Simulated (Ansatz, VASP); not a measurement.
One calculation of Ti3Al, two programs

```
Ti Al
1.0
     2.84943    0.00000    0.00000
    -1.42471    2.46768    0.00000
     0.00000    0.00000    8.97848
Ti Al
3 1
Direct
  0.66667 0.33333 0.00000
  0.33333 0.66667 0.75046
  0.33333 0.66667 0.24954
  0.66667 0.33333 0.50000
```

Alike in both runs: task single point; functional PBE; k mesh 18 × 18 × 6; occupations gaussian, width 0.15 eV; no spin polarisation.

|  | VASP | Ansatz |
| --- | --- | --- |
| version | VASP 6.6.1 | Ansatz 0.2.0 |
| potentials or method | VASP PAW PBE potentials, release 64 (Ti_sv, Al), cutoff 520 eV | scalar-relativistic, plane waves, PAW |
| valence electrons in the cell | 39 | 39 |

|  | VASP | Ansatz | Ansatz less VASP |
| --- | --- | --- | --- |
| gap on the k mesh at the Fermi level (eV) | none | none | - |
| pressure (GPa) | 10.4 | 10.7 | +0.24 |
| traceless stress, the component that is largest in VASP (GPa) | 0.82 | 0.77 | -0.049 |
| rms of the force components (eV/Å) | 0.018 | 0.023 | +0.0055 |

Atom by atom the forces differ by 0.005 eV/Å (rms over components). A gap of «none» marks a metal or a gap that the smearing closes. The functional is the same, so the differences come from potentials, cutoffs and numerics.
